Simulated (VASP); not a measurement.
# TaRu (P4/mmm) in VASP: a series of runs

TaRu is run at these levels: LDA; tasks: vibrations by perturbation theory.

All numbers are computed with VASP 6.6.1; they aren't measurements. Logs are shortened: lines on timing, memory, paths and dates and some standing lists are left out, and cuts for length are marked.

### Step 1. The cell of the first run

Symmetry: P4/mmm, No. 123, tetragonal system. Conventional cell: a = 2.999 Å, b = 2.999 Å, c = 3.354 Å, α = 90.00°, β = 90.00°, γ = 90.00°. Ta (site symmetry 4/mmm) has 8 Ru at 2.70 Å and 6 Ta at 3.00 to 3.35 Å within 3.6 Å. Within 3.6 Å of Ru (site symmetry 4/mmm) lie 8 Ta at 2.70 Å and 6 Ru at 3.00 to 3.35 Å.

### Step 2. Vibrations by perturbation theory, LDA

Contents of INCAR:

```
SYSTEM = TaRu
PREC = Accurate
ENCUT = 520
EDIFF = 1E-8
ISMEAR = -1
SIGMA = 0.15
LREAL = .False.
LASPH = .True.
NELM = 60
ALGO = Fast
ISIF = 2
LWAVE = .False.
LCHARG = .True.
IBRION = 8
NSW = 1
```

Contents of KPOINTS:

```
regular mesh
0
Gamma
  14 14 12
  0 0 0
```

Contents of POSCAR:

```
TaRu
1.0
    2.9992069025      0.0000000000      0.0000000000
    0.0000000000      2.9992069025      0.0000000000
    0.0000000000      0.0000000000      3.3537324275
Ta Ru
1 1
Direct
    0.5000000000      0.5000000000      0.5000000000
    0.0000000000      0.0000000000      0.0000000000
```

Potentials or basis: VASP PAW LDA potentials, release 64 (Ta_pv, Ru_pv).

Launch:

```bash
$ cat potpaw_LDA.64/Ta_pv/POTCAR potpaw_LDA.64/Ru_pv/POTCAR > POTCAR
$ mpirun -np 1 vasp_std > vasp.out
```

OUTCAR:

```text
SYSTEM = TaRu
   PREC = Accurate
   ENCUT = 520
   EDIFF = 1E-8
   ISMEAR = -1
   LREAL = .False.
   LASPH = .True.
   NELM = 60
   ISIF = 2
   IBRION = 8
   NSW = 1

 ion  position               nearest neighbor table
   1  0.500  0.500  0.500-   2 2.70   2 2.70   2 2.70   2 2.70   2 2.70   2 2.70   2 2.70   2 2.70

   2  0.000  0.000  0.000-   1 2.70   1 2.70   1 2.70   1 2.70   1 2.70   1 2.70   1 2.70   1 2.70

  LATTYP: Found a simple tetragonal cell.
 ALAT       =     2.9992069025
 C/A-ratio  =     1.1182064247

  Lattice vectors:

 A1 = (   2.9992069025,   0.0000000000,   0.0000000000)
 A2 = (   0.0000000000,   2.9992069025,   0.0000000000)
 A3 = (   0.0000000000,   0.0000000000,   3.3537324275)

Analysis of symmetry for initial positions (statically):
=====================================================================
 Subroutine PRICEL returns:
 Original cell was already a primitive cell.

 Routine SETGRP: Setting up the symmetry group for a
 simple tetragonal supercell.

 Subroutine GETGRP returns: Found 16 space group operations
 (whereof 16 operations were pure point group operations)
 out of a pool of 16 trial point group operations.

The static configuration has the point symmetry D_4h.

Analysis of symmetry for dynamics (positions and initial velocities):
=====================================================================
 Subroutine PRICEL returns:
 Original cell was already a primitive cell.

 Routine SETGRP: Setting up the symmetry group for a
 simple tetragonal supercell.

 Subroutine GETGRP returns: Found 16 space group operations
 (whereof 16 operations were pure point group operations)
 out of a pool of 16 trial point group operations.

The dynamic configuration has the point symmetry D_4h.

 Subroutine INISYM returns: Found 16 space group operations
 (whereof 16 operations are pure point group operations),
 and found     1 'primitive' translations

----------------------------------------------------------------------------------------

                                     Primitive cell

  volume of cell :      30.1676

  direct lattice vectors                    reciprocal lattice vectors
     2.999206903  0.000000000  0.000000000     0.333421479  0.000000000  0.000000000
     0.000000000  2.999206903  0.000000000     0.000000000  0.333421479  0.000000000
     0.000000000  0.000000000  3.353732427     0.000000000  0.000000000  0.298175249

  length of vectors
     2.999206903  2.999206903  3.353732427     0.333421479  0.333421479  0.298175249

  position of ions in fractional coordinates (direct lattice)
     0.500000000  0.500000000  0.500000000
     0.000000000  0.000000000  0.000000000

  ion indices of the primitive-cell ions
   primitive index   ion index
                 1           1
                 2           2

----------------------------------------------------------------------------------------

 KPOINTS: regular mesh

Automatic generation of k-mesh.
 Grid dimensions read from file:
 generate k-points for:   14   14   12

 Generating k-lattice:

  Cartesian coordinates                     Fractional coordinates (reciprocal lattice)
     0.023815820  0.000000000  0.000000000     0.071428571  0.000000000  0.000000000
     0.000000000  0.023815820  0.000000000     0.000000000  0.071428571  0.000000000
     0.000000000  0.000000000  0.024847937     0.000000000  0.000000000  0.083333333

  Length of vectors
     0.023815820  0.023815820  0.024847937

  Shift w.r.t. Gamma in fractional coordinates (k-lattice)
     0.000000000  0.000000000  0.000000000

[... 70 lines left out ...]
     AMIX_MAG =   1.60;   BMIX_MAG =  1.00
  volume/ion in A,a.u.               =      15.08       101.79
  Fermi-wavevector in a.u.,A,eV,Ry     =   1.537710  2.905850 32.171680  2.364552
  Thomas-Fermi vector in A             =   2.644181
   LORBIT       =      0    0 simple, 1 ext, 2 COOP (PROOUT), +10 PAW based schemes
   GGA     = CA    functional components
   LHFCALC =     F    Hartree Fock is set to
   AEXX    =    0.0000 exact exchange contribution
   IVDW    =     0    specifies the selected vdW correction
   LEPSILON=     F    determine dielectric tensor
   LRPA    =     F    only Hartree local field effects (RPA)
 non-spin polarized calculation
 RMM-DIIS sequential band-by-band and
  energy-cutoff  :      520.00
  volume of cell :       30.17
 maximum number of plane-waves:       836
 NGX is ok and might be reduce to    24
   NGX = 11   NGY = 11   NGZ = 13

--------------------------------------- Ionic step        1  -------------------------------------------

 number of electron      24.9999997 magnetization

 Free energy of the ion-electron system (eV)
  ---------------------------------------------------
  ext. energy  EPLUGINS =         0.00000000
  ---------------------------------------------------
  free energy    TOTEN  =       -24.13619826 eV

  energy without entropy =      -24.00105174  energy(sigma->0) =      -24.06862500

 E-fermi :   9.7974     XC(G=0): -13.7427

 val. band max:        9.7951209023   @ k =   0.4286   0.0000   0.2500
 cond. band min:       9.8050615621   @ k =   0.2143   0.0000   0.2500
 fundamental gap:      0.0099406598
 Fermi energy:         9.7974323549

 k-point     1 :       0.0000    0.0000    0.0000
  band No.  band energies     occupation
      1     -33.0117      2.00000
      2     -32.9215      2.00000
      3     -32.9215      2.00000
      4     -24.7390      2.00000
      5     -24.5686      2.00000
      6     -24.5686      2.00000
[... 433 lines left out ...]
      3     -32.9700      2.00000
      4     -25.0013      2.00000
      5     -24.7466      2.00000
      6     -24.7200      2.00000
[... 8 lines left out ...]
     15      11.3300      0.00007
     16      12.0300      0.00000

 [... further k-points ...]
[... 5 lines left out ...]
  --------------------------------------------------------------------------------------
  -------------------------------------------------------------------------------------
  Total        0.5866076      0.5866076      0.5750870      0.0000000      0.0000000      0.0000000
  in kB       31.1542284     31.1542284     30.5423768      0.0000000      0.0000000      0.0000000
  external PRESSURE =      30.9502779 kB  Pullay stress =       0.0000000 kB

 VOLUME and BASIS-vectors are now :
 -----------------------------------------------------------------------------
  energy-cutoff  :      520.00
  volume of cell :       30.17
      direct lattice vectors                 reciprocal lattice vectors
     2.999206903  0.000000000  0.000000000     0.333421479  0.000000000  0.000000000
     0.000000000  2.999206903  0.000000000     0.000000000  0.333421479  0.000000000
     0.000000000  0.000000000  3.353732427     0.000000000  0.000000000  0.298175249

 POSITION                                       TOTAL-FORCE (eV/Angst)
 -----------------------------------------------------------------------------------
      1.49960      1.49960      1.67687         0.000000      0.000000      0.000000
      0.00000      0.00000      0.00000         0.000000      0.000000      0.000000
 -----------------------------------------------------------------------------------
    total drift:                                0.000000      0.000000     -0.000000

  FREE ENERGIE OF THE ION-ELECTRON SYSTEM (eV)
  ---------------------------------------------------
  free  energy   TOTEN  =       -24.1361982568 eV

  energy  without entropy=      -24.0010517400  energy(sigma->0) =      -24.06862500

[... ionic steps 2 to 3 ...]

--------------------------------------- Ionic step        4  -------------------------------------------

------------------------ aborting loop because EDIFF is reached ----------------------------------------
[... 11 lines left out ...]
[... ionic steps 8 to 8 ...]

--------------------------------------- Ionic step        9  -------------------------------------------

 Free energy of the ion-electron system (eV)
  ---------------------------------------------------
  ---------------------------------------------------
  free energy    TOTEN  =        -0.66771500 eV

  energy without entropy =       -0.66771502

------------------------ aborting loop because EDIFF is reached ----------------------------------------

 INTERNAL STRAIN TENSOR  FOR ION    2  DIRECTION 3   (eV/Angst):
 -----------------------------------------------------------------------------
    -0.01653  0.00000  0.00000
     0.00000 -0.01653  0.00000
     0.00000  0.00000 -0.01365

 INTERNAL STRAIN TENSOR FOR ION    2 for displacements in x,y,z  (eV/Angst):
          X           Y           Z          XY          YZ          ZX
  --------------------------------------------------------------------------------
  x     0.00000     0.00000     0.00000     0.00000     0.00000     0.00000
  y     0.00000     0.00000     0.00000     0.00000     0.00000     0.00000
  z     0.00000     0.00000     0.00000     0.00000     0.00000     0.00000

 SECOND DERIVATIVES (NOT SYMMETRIZED)
 ------------------------------------
               1X          1Y          1Z          2X          2Y          2Z
  1X    -6.098083    0.000000    0.000000    6.098083    0.000000    0.000000
  1Y     0.000000   -6.098083    0.000000    0.000000    6.098083    0.000000
  1Z     0.000000    0.000000   -5.918586   -0.000000    0.000000    5.918586
  2X     6.094504    0.000000    0.000000   -6.094504    0.000000    0.000000
  2Y     0.000000    6.094504    0.000000    0.000000   -6.094504    0.000000
  2Z     0.000000   -0.000000    5.927402    0.000000    0.000000   -5.927402

 Eigenvectors and eigenvalues of the dynamical matrix
 ----------------------------------------------------

   1 f  =    4.793095 THz    30.115901 2PiTHz  159.880424 cm-1    19.822637 meV
             X         Y         Z           dx          dy          dz
      1.499603  1.499603  1.676866    -0.000000   -0.598762   -0.000000
      0.000000  0.000000  0.000000    -0.000000    0.800927    0.000000
[... 21 lines left out ...]
   6 f/i=    0.001686 THz     0.010593 2PiTHz    0.056234 cm-1     0.006972 meV
             X         Y         Z           dx          dy          dz
      1.499603  1.499603  1.676866     0.000000   -0.000000    0.801225
      0.000000  0.000000  0.000000     0.000000    0.000000    0.598364

--------------------------------------------------------------------------------------------------------

 ELASTIC MODULI CONTR FROM IONIC RELAXATION (kBar)
 Direction    XX          YY          ZZ          XY          YZ          ZX
 --------------------------------------------------------------------------------
 XX           0.0000      0.0000      0.0000      0.0000      0.0000      0.0000
 YY           0.0000      0.0000      0.0000      0.0000      0.0000      0.0000
 ZZ           0.0000      0.0000      0.0000      0.0000      0.0000      0.0000
 XY           0.0000      0.0000      0.0000      0.0000      0.0000      0.0000
 YZ           0.0000      0.0000      0.0000      0.0000      0.0000      0.0000
 ZX           0.0000      0.0000      0.0000      0.0000      0.0000      0.0000
 --------------------------------------------------------------------------------
```

It took 21 min on 1 thread of Oxide Virtual Turin-like, shared host; peak memory 0.74 GiB.

Results:

* Highest phonon frequency at Γ, LO-TO splitting left out: 160 cm⁻¹

Phonon frequencies in cm⁻¹ (negative: imaginary):
```csv
q point,frequencies
"(0.000, 0.000, 0.000)",0 0 0 158 160 160
```

Caveat: the cell wasn't relaxed at this level first, which shifts response properties; spin-orbit coupling is left out, which moves the levels of the heavy elements.

(Part 1 of 2 ends here.)
